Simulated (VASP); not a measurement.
K8Mg7SiF24 (a cell with a defect), 40 atoms in the cell. The cell holds a defect, 40 atoms: a = 7.983 Å, b = 7.983 Å, c = 7.983 Å, α = 90.00°, β = 90.00°, γ = 90.00°. 

- Program: VASP 6.6.1
- Task: single point
- Functional: PBEsol
- Potentials or basis: VASP PAW PBE potentials, release 64 (K_sv, Si, Mg, F)
- Cutoff: 520 eV
- k mesh: 1 × 1 × 1, shifted
- Occupations: fermi-dirac, width 0.05 eV
- Spin: no spin polarisation
- Dipole correction: no
- Further INCAR settings: LREAL = Auto; ALGO = Normal; EDIFF = 1e-07; NBANDS = 155; ISYM = 0

Potentials or basis: VASP PAW PBE potentials, release 64 (K_sv, Si, Mg, F).

The run is started by

```bash
$ cat potpaw_PBE.64/K_sv/POTCAR potpaw_PBE.64/Si/POTCAR potpaw_PBE.64/Mg/POTCAR potpaw_PBE.64/F/POTCAR > POTCAR
$ mpirun -np 1 vasp_std > vasp.out
```

Hardware: 1 thread of Intel(R) Xeon(R) Platinum 8488C (Sapphire Rapids) (shared host).

**Question.** How long does it take, and how much memory?

**Answer.** Wall time 6.3 min on 1 thread of Intel(R) Xeon(R) Platinum 8488C (Sapphire Rapids) (shared host), peak memory 0.59 GiB. Counts: scf iterations 19, k points 4.
